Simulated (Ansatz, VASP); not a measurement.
# WS2: VASP beside Ansatz

```
W S
1.0
     3.12659    0.00000    0.00000
    -1.56330    2.70771   -0.18954
     0.00000   -0.85064   12.15203
W S
2 4
Direct
  0.41450 0.82900 0.24850
  0.58550 0.17100 0.75150
  0.21180 0.42359 0.62241
  0.70718 0.41436 0.11914
  0.29282 0.58564 0.88086
  0.78820 0.57641 0.37759
```

Change from the starting cell: engineering shear strain xz +0.0000, engineering shear strain yz -0.1400.

Alike in both runs: functional LDA; k mesh 12 × 12 × 4; occupations gaussian, width 0.05 eV; no spin polarisation.

Ansatz relaxed the structure, and its values are those at the end. VASP's run is a single point on that final structure, the one shown.

|  | VASP | Ansatz |
| --- | --- | --- |
| version | VASP 6.6.1 | Ansatz 0.2.0 |
| potentials or method | VASP PAW LDA potentials, release 64 (W_sv, S), cutoff 520 eV | scalar-relativistic, plane waves, PAW |
| valence electrons in the cell | 52 | 52 |

```csv
,VASP,Ansatz,Ansatz less VASP
gap on the k mesh at the Fermi level (eV),0.83,0.82,-0.010
least direct gap on the mesh (eV),1.90,1.89,-0.011
pressure (GPa),0.7,0.3,-0.36
rms of the force components (eV/Å),0.020,0.002,-0.0184
```

Ansatz warns that its potentials were made for another functional, while VASP's fit it. LDA's correlation is that of Perdew and Zunger in VASP and of Perdew and Wang (1992) in Ansatz. Ansatz's warnings: stress scf threshold loose.

Spin-orbit coupling is off throughout.
